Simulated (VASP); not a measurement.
**ZrB2: elastic constants with PBE**

ZrB2:

```xyz
3
Lattice="3.1714 0.0000 0.0000 -1.5857 2.7465 0.0000 0.0000 0.0000 3.5419" Properties=species:S:1:pos:R:3 pbc="T T T"
Zr    0.0000    0.0000    0.0000
B     0.0000    1.8310    1.7709
B     1.5857    0.9155    1.7709
```

| Item | Value |
| --- | --- |
| Program | VASP 6.6.1 |
| Task | elastic constants |
| Functional | PBE |
| Potentials or basis | VASP PAW PBE potentials, release 64 (Zr_sv, B) |
| Cutoff | 600 eV |
| k mesh | 16 × 16 × 12 |
| Occupations | fermi-dirac, width 0.05 eV |
| Spin | no spin polarisation |
| Dipole correction | no |
| Ions in elastic constants | relaxed |
| Further INCAR settings | ALGO = Normal; EDIFF = 1e-08; IBRION = 6; POTIM = 0.015; NSW = 1; ISIF = 3 |

| Item | Value |
| --- | --- |
| Voigt bulk modulus | 240 GPa |
| Highest phonon frequency at Γ | 764 cm⁻¹ |

Phonon frequencies in cm⁻¹ (negative: imaginary):
```tsv
q point	frequencies
(0.000, 0.000, 0.000)	0 0 0 449 449 467 554 764 764
```

Elastic tensor in Voigt notation (GPa, in the Cartesian axes of the cell as first typed):
```
565  54 121   0   0   0
 54 565 121   0   0   0
121 121 433   0   0   0
  0   0   0 251   0   0
  0   0   0   0 251   0
  0   0   0   0   0 255
```

Clamped-ion elastic tensor (GPa):
```
567  53 121   0   0   0
 53 567 121   0   0   0
121 121 433   0   0   0
  0   0   0 251   0   0
  0   0   0   0 251   0
  0   0   0   0   0 257
```

It took 61 min on 1 thread of Oxide Virtual Turin-like Processor, on a shared host, peak memory 0.85 GiB.
